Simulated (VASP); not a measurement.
# Ba (I4/mcm) in VASP: single point with PBEsol

Aim: the single point of Ba with PBEsol.

Program: VASP 6.6.1. These are calculated values, not measurements. Logs are shortened: lines on timing, memory, paths and dates and some standing lists are left out, and cuts for length are marked.

**1. The cell of the first run**

It takes space group I4/mcm (No. 140, tetragonal). Conventional cell: a = 8.754 Å, b = 8.754 Å, c = 7.900 Å, α = 90.00°, β = 90.00°, γ = 90.00°. Within 5.6 Å of Ba (site symmetry m2m) lie 11 Ba at 4.29 to 4.98 Å.

**2. Single point, PBEsol (strained)**

Input file INCAR:

```
ALGO = Fast ; EDIFF = 1E-6
ENCUT = 520 ; GGA = PS
ISIF = 2 ; ISMEAR = 0
LASPH = T ; LCHARG = F
LREAL = F ; LWAVE = F
NBANDS = 28 ; NELM = 60
PREC = Accurate ; SIGMA = 0.1
```

Input file KPOINTS:

```
k-points
0
Gamma
  8 8 8
```

Input file POSCAR:

```
Ba
1.0
   -4.3771247712      4.3771247712      3.9500704825
    4.3771247712     -4.3771247712      3.9500704825
    4.3771247712      4.3771247712     -3.9500704825
Ba
4
Direct
    0.8267002490      0.6732997510      0.5000000000
    0.1732997510      0.3267002490      0.5000000000
    0.3267002490      0.8267002490      0.1534004981
    0.6732997510      0.1732997510      0.8465995019
```

Potentials or basis: VASP PAW PBE potentials, release 64 (Ba_sv).

Command:

```sh
$ cat potpaw_PBE.64/Ba_sv/POTCAR > POTCAR
$ mpirun -np 1 vasp_std > vasp.out
```

OUTCAR:

```text
EDIFF = 1E-6
   ENCUT = 520
   GGA = PS
   ISIF = 2
   ISMEAR = 0
   LASPH = T
   LREAL = F
   NELM = 60
   PREC = Accurate

 ion  position               nearest neighbor table
   1  0.827  0.673  0.500-   2 4.29   2 4.38   2 4.38   4 4.58   3 4.58   3 4.58   4 4.58
   2  0.173  0.327  0.500-   1 4.29   1 4.38   1 4.38   4 4.58   3 4.58   3 4.58   4 4.58
   3  0.327  0.827  0.153-   4 4.29   4 4.38   4 4.38   1 4.58   2 4.58   1 4.58   2 4.58
   4  0.673  0.173  0.847-   3 4.29   3 4.38   3 4.38   1 4.58   2 4.58   1 4.58   2 4.58

  LATTYP: Found a body centered tetragonal cell.
 ALAT       =     8.7542495424
 C/A-ratio  =     0.9024349748

  Lattice vectors:

 A1 = (  -4.3771247712,   4.3771247712,   3.9500704825)
 A2 = (   4.3771247712,  -4.3771247712,   3.9500704825)
 A3 = (   4.3771247712,   4.3771247712,  -3.9500704825)

Analysis of symmetry for initial positions (statically):
=====================================================================
 Subroutine PRICEL returns:
 Original cell was already a primitive cell.

 Routine SETGRP: Setting up the symmetry group for a
 body centered tetragonal supercell.

 Subroutine GETGRP returns: Found 16 space group operations
 (whereof  8 operations were pure point group operations)
 out of a pool of 16 trial point group operations.

The static configuration has the point symmetry C_4h.
 The point group associated with its full space group is D_4h.

Analysis of symmetry for dynamics (positions and initial velocities):
=====================================================================
 Subroutine PRICEL returns:
 Original cell was already a primitive cell.

 Routine SETGRP: Setting up the symmetry group for a
 body centered tetragonal supercell.

 Subroutine GETGRP returns: Found 16 space group operations
 (whereof  8 operations were pure point group operations)
 out of a pool of 16 trial point group operations.

The dynamic configuration has the point symmetry C_4h.
 The point group associated with its full space group is D_4h.

 Subroutine INISYM returns: Found 16 space group operations
 (whereof  8 operations are pure point group operations),
 and found     1 'primitive' translations

----------------------------------------------------------------------------------------

                                     Primitive cell

  volume of cell :     302.7211

  direct lattice vectors                    reciprocal lattice vectors
    -4.377124771  4.377124771  3.950070483     0.000000000  0.114230237  0.126580020
     4.377124771 -4.377124771  3.950070483     0.114230237  0.000000000  0.126580020
     4.377124771  4.377124771 -3.950070483     0.114230237  0.114230237  0.000000000

  length of vectors
     7.343125993  7.343125993  7.343125993     0.170502342  0.170502342  0.161545950

  position of ions in fractional coordinates (direct lattice)
     0.826700249  0.673299751  0.500000000
     0.173299751  0.326700249  0.500000000
     0.326700249  0.826700249  0.153400498
     0.673299751  0.173299751  0.846599502

  ion indices of the primitive-cell ions
   primitive index   ion index
                 1           1
                 2           2
                 3           3
                 4           4

----------------------------------------------------------------------------------------

 KPOINTS: k-points

Automatic generation of k-mesh.
 Grid dimensions read from file:
 generate k-points for:    8    8    8

 Generating k-lattice:

  Cartesian coordinates                     Fractional coordinates (reciprocal lattice)
     0.000000000  0.014278780  0.015822502     0.125000000  0.000000000  0.000000000
     0.014278780  0.000000000  0.015822502     0.000000000  0.125000000  0.000000000
     0.014278780  0.014278780  0.000000000     0.000000000  0.000000000  0.125000000

  Length of vectors
     0.021312793  0.021312793  0.020193244

  Shift w.r.t. Gamma in fractional coordinates (k-lattice)
     0.000000000  0.000000000  0.000000000

 Subroutine IBZKPT returns following result:
 ===========================================

 Found     59 irreducible k-points:

 Following reciprocal coordinates:
            Coordinates               Weight
  0.000000  0.000000  0.000000      1.000000
  0.125000  0.000000  0.000000      8.000000
  0.250000  0.000000  0.000000      8.000000
  0.375000  0.000000  0.000000      8.000000
  0.500000  0.000000  0.000000      4.000000
  0.125000  0.125000  0.000000      8.000000
[... 16 lines left out ...]
  0.250000  0.125000  0.125000     16.000000
  0.375000  0.125000  0.125000      8.000000
 [... further k-points ...]
   k-points           NKPTS =     59   k-points in BZ     NKDIM =     59   number of bands    NBANDS=     28
   number of dos      NEDOS =    301   number of ions     NIONS =      4
   total plane-waves  NPLWV = 175616
   dimension x,y,z NGX =    56 NGY =   56 NGZ =   56
   dimension x,y,z NGXF=   112 NGYF=  112 NGZF=  112
   ions per type =               4
   NGX,Y,Z   is equivalent  to a cutoff of  12.68, 12.68, 12.68 a.u.
   NGXF,Y,Z  is equivalent  to a cutoff of  25.36, 25.36, 25.36 a.u.
 SYSTEM =  unknown system
   PREC   = accura    normal or accurate (medium, high low for compatibility)
   ISTART =      0    job   : 0-new  1-cont  2-samecut
   ICHARG =      2    charge: 1-file 2-atom 10-const
   ISPIN  =      1    spin polarized calculation?
   LNONCOLLINEAR =      F non collinear calculations
   LSORBIT =      F    spin-orbit coupling
   LASPH  =      T    aspherical Exc in radial PAW
   ENCUT  =  520.0 eV  38.22 Ry    6.18 a.u.  13.65 13.65 13.65*2*pi/ulx,y,z
   NELM   =     60;   NELMIN=  2; NELMDL= -5     # of ELM steps
   EDIFF  = 0.1E-05   stopping-criterion for ELM
   LREAL  =      F    real-space projection
   EDIFFG = 0.1E-04   stopping-criterion for IOM
   NSW    =      0    number of steps for IOM
   IBRION =     -1    ionic relax: 0-MD 1-quasi-New 2-CG
   NFREE  =      0    steps in history (QN), initial steepest desc. (CG)
   ISIF   =      2    stress and relaxation
   ISYM   =      2    0-nonsym 1-usesym 2-fastsym
   POTIM  = 0.5000    time-step for ionic-motion
   TEBEG  =    0.0;   TEEND  =   0.0 temperature during run
   PSTRESS=    0.0 pullay stress
   NELECT =      40.0000    total number of electrons
   NUPDOWN=      -1.0000    fix difference up-down
   EMIN   =  10.00;   EMAX   =-10.00  energy-range for DOS
   EFERMI =   0.00;   METHOD = LEGACY
   ISMEAR =     0;   SIGMA  =   0.10  broadening in eV -4-tet -1-fermi 0-gaus
   EFERMI_NEDOS =   21; number of points for ismear=-14 and -15
   IALGO  =     68    algorithm
   IMIX   =      4    mixing-type and parameters
     AMIX     =   0.40;   BMIX     =  1.00
     AMIX_MAG =   1.60;   BMIX_MAG =  1.00
  volume/ion in A,a.u.               =      75.68       510.72
  Fermi-wavevector in a.u.,A,eV,Ry     =   0.833836  1.575721  9.459890  0.695282
  Thomas-Fermi vector in A             =   1.947127
   LORBIT       =      0    0 simple, 1 ext, 2 COOP (PROOUT), +10 PAW based schemes
   GGA     = PS    functional components
   LHFCALC =     F    Hartree Fock is set to
   AEXX    =    0.0000 exact exchange contribution
   IVDW    =     0    specifies the selected vdW correction
   LEPSILON=     F    determine dielectric tensor
   LRPA    =     F    only Hartree local field effects (RPA)
 non-spin polarized calculation
 RMM-DIIS sequential band-by-band and
 Gauss-broadening in eV      SIGMA  =   0.10
  energy-cutoff  :      520.00
  volume of cell :      302.72
 maximum number of plane-waves:      8185
   NGX = 27   NGY = 27   NGZ = 27

 number of electron      40.0000002 magnetization

 Free energy of the ion-electron system (eV)
  ---------------------------------------------------
  ext. energy  EPLUGINS =         0.00000000
  ---------------------------------------------------
  free energy    TOTEN  =        -7.77187760 eV

  energy without entropy =       -7.74637515  energy(sigma->0) =       -7.75912638

 E-fermi :   0.9750     XC(G=0):  -6.9040

 val. band max:        0.9723951063   @ k =  -0.2500   0.2500   0.2500
 cond. band min:       0.9750752718   @ k =  -0.2500   0.2500   0.1250
 fundamental gap:      0.0026801655
 Fermi energy:         0.9750007802

 k-point     1 :       0.0000    0.0000    0.0000
  band No.  band energies     occupation
      1     -28.2403      2.00000
      2     -28.2155      2.00000
      3     -28.2005      2.00000
      4     -28.2005      2.00000
      5     -13.5286      2.00000
      6     -13.4446      2.00000
[... 20 lines left out ...]
     27       2.1987      0.00000
     28       2.2017      0.00000

 k-point     2 :       0.1250    0.0000    0.0000
  band No.  band energies     occupation
      1     -28.2387      2.00000
      2     -28.2153      2.00000
      3     -28.2016      2.00000
      4     -28.2011      2.00000
      5     -13.5310      2.00000
      6     -13.4643      2.00000
[... 20 lines left out ...]
     27       2.3419      0.00000
     28       2.4180      0.00000

 k-point     3 :       0.2500    0.0000    0.0000
  band No.  band energies     occupation
      1     -28.2344      2.00000
      2     -28.2150      2.00000
      3     -28.2046      2.00000
      4     -28.2028      2.00000
      5     -13.5347      2.00000
      6     -13.4897      2.00000
[... 20 lines left out ...]
     27       2.2663      0.00000
     28       2.4073      0.00000

 k-point     4 :       0.3750    0.0000    0.0000
  band No.  band energies     occupation
      1     -28.2282      2.00000
      2     -28.2163      2.00000
      3     -28.2074      2.00000
      4     -28.2050      2.00000
      5     -13.5342      2.00000
      6     -13.5115      2.00000
[... 20 lines left out ...]
     27       2.1288      0.00000
     28       2.4659      0.00000

 k-point     5 :       0.5000    0.0000    0.0000
  band No.  band energies     occupation
      1     -28.2214      2.00000
      2     -28.2214      2.00000
      3     -28.2071      2.00000
      4     -28.2071      2.00000
      5     -13.5266      2.00000
      6     -13.5266      2.00000
[... 20 lines left out ...]
     27       2.1592      0.00000
     28       2.1657      0.00000

 k-point     6 :       0.1250    0.1250    0.0000
  band No.  band energies     occupation
      1     -28.2357      2.00000
      2     -28.2145      2.00000
      3     -28.2037      2.00000
      4     -28.2029      2.00000
      5     -13.5398      2.00000
      6     -13.4722      2.00000
[... 463 lines left out ...]
      5     -13.4730      2.00000
      6     -13.4670      2.00000
[... 20 lines left out ...]
     27       2.2743      0.00000
     28       2.4759      0.00000

 k-point    22 :       0.1250    0.1250    0.1250
  band No.  band energies     occupation
      1     -28.2322      2.00000
      2     -28.2156      2.00000
      3     -28.2061      2.00000
      4     -28.2030      2.00000
      5     -13.5215      2.00000
      6     -13.4843      2.00000
[... 20 lines left out ...]
     27       2.1506      0.00000
     28       2.3294      0.00000

 k-point    23 :       0.2500    0.1250    0.1250
  band No.  band energies     occupation
      1     -28.2265      2.00000
      2     -28.2163      2.00000
      3     -28.2085      2.00000
      4     -28.2055      2.00000
      5     -13.5182      2.00000
      6     -13.4958      2.00000
[... 20 lines left out ...]
     27       2.0721      0.00000
     28       2.4601      0.00000

 k-point    24 :       0.3750    0.1250    0.1250
  band No.  band energies     occupation
      1     -28.2205      2.00000
      2     -28.2205      2.00000
      3     -28.2079      2.00000
      4     -28.2079      2.00000
      5     -13.5091      2.00000
      6     -13.5091      2.00000
[... 20 lines left out ...]
     27       2.2139      0.00000
     28       2.2228      0.00000

 [... further k-points ...]
[... 5 lines left out ...]
  --------------------------------------------------------------------------------------
  -------------------------------------------------------------------------------------
  Total       -2.2113759     -2.2113759     -2.6421209      0.0000000     -0.0000000      0.0000000
  in kB      -11.7038962    -11.7038962    -13.9836510      0.0000000     -0.0000000      0.0000000
  external PRESSURE =     -12.4638145 kB  Pullay stress =       0.0000000 kB

 VOLUME and BASIS-vectors are now :
 -----------------------------------------------------------------------------
  energy-cutoff  :      520.00
  volume of cell :      302.72
      direct lattice vectors                 reciprocal lattice vectors
    -4.377124771  4.377124771  3.950070483     0.000000000  0.114230237  0.126580020
     4.377124771 -4.377124771  3.950070483     0.114230237  0.000000000  0.126580020
     4.377124771  4.377124771 -3.950070483     0.114230237  0.114230237  0.000000000

 POSITION                                       TOTAL-FORCE (eV/Angst)
 -----------------------------------------------------------------------------------
      1.51711      2.86002      3.95007        -0.029043      0.029043      0.000000
      2.86002      1.51711      0.00000         0.029043     -0.029043      0.000000
      2.86002     -1.51711      3.95007         0.029043      0.029043     -0.000000
      1.51711      5.89423      0.00000        -0.029043     -0.029043      0.000000
 -----------------------------------------------------------------------------------
    total drift:                               -0.000000      0.000000      0.000000

  FREE ENERGIE OF THE ION-ELECTRON SYSTEM (eV)
  ---------------------------------------------------
  free  energy   TOTEN  =        -7.7718776045 eV

  energy  without entropy=       -7.7463751499  energy(sigma->0) =       -7.75912638
```

Run time: 29 min. Hardware: 1 thread of AMD EPYC 7R13, shared host; peak memory 0.64 GiB.

What came out:

| Quantity | Value |
| --- | --- |
| Free energy | -7.7719 eV |
| Pressure | -1.2 GPa |
| Largest force | 0.041 eV/Å |
| Band gap on the k mesh | zero (band 20 reaches 1.07 eV, above the bottom of band 21 at 0.89 eV) |

Forces in eV/Å, atoms in the order of the input:
```
Ba  -0.029  0.029  0.000
Ba   0.029 -0.029  0.000
Ba   0.029  0.029  0.000
Ba  -0.029 -0.029  0.000
```

Levels at points of the mesh, in eV from the Fermi level:
```csv
k point,band 16,band 17,band 18,band 19,band 20,band 21,band 22,band 23,band 24,band 25
"(0.00, 0.00, 0.00)",-14.19,-2.64,-0.26,-0.21,-0.01,0.16,0.16,0.61,1.13,1.13
"(0.50, 0.00, 0.00)",-14.21,-1.27,-1.27,-0.46,-0.46,0.24,0.24,0.84,0.84,0.87
"(0.50, 0.50, 0.00)",-14.20,-1.61,-1.15,-0.11,0.02,0.08,0.10,0.13,0.90,1.04
"(0.50, 0.50, 0.50)",-14.20,-0.94,-0.90,-0.90,-0.18,0.12,0.60,0.66,0.66,0.92
```

Caveat: the cell differs from its parent crystal (strained); the PAW data sets were made with another functional, which shifts forces and pressure a little; spin-orbit coupling is left out, which moves the levels of the heavy elements.
